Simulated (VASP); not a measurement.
Input of a VASP 6.6.1 run:

Contents of INCAR:

```
PREC = Accurate ; ENCUT = 840
EDIFF = 1E-6 ; ISMEAR = -1
SIGMA = 0.05 ; LREAL = False
LASPH = True ; NELM = 120
ALGO = Normal ; ISIF = 2
LWAVE = False ; LCHARG = True
GGA = CA ; LELF = True
LVHAR = True ; NBANDS = 15
GGA_COMPAT = False
```

Contents of KPOINTS:

```
regular mesh
0
Gamma
  9 9 9
```

The input POSCAR:

```
MgO
1.0
    0.0000000000      2.1285000000      2.1285000000
    2.1285000000      0.0000000000      2.1285000000
    2.1285000000      2.1285000000      0.0000000000
Mg O
1 1
Direct
    0.0000000000      0.0000000000      0.0000000000
    0.5000000000      0.5000000000      0.5000000000
```

Potentials or basis: VASP PAW LDA potentials, release 64 (Mg_sv, O).

The run is started by

```bash
$ cat potpaw_LDA.64/Mg_sv/POTCAR potpaw_LDA.64/O/POTCAR > POTCAR
$ mpirun -np 1 vasp_std > vasp.out
```

Question: Predict the band gap on the k mesh.

Answer: 4.37 eV.

Question: What does it give for the pressure?

Answer: -10.0 GPa.

Caveat: the cell stands under tension. As with any semilocal functional, this LDA gap is likely too small.
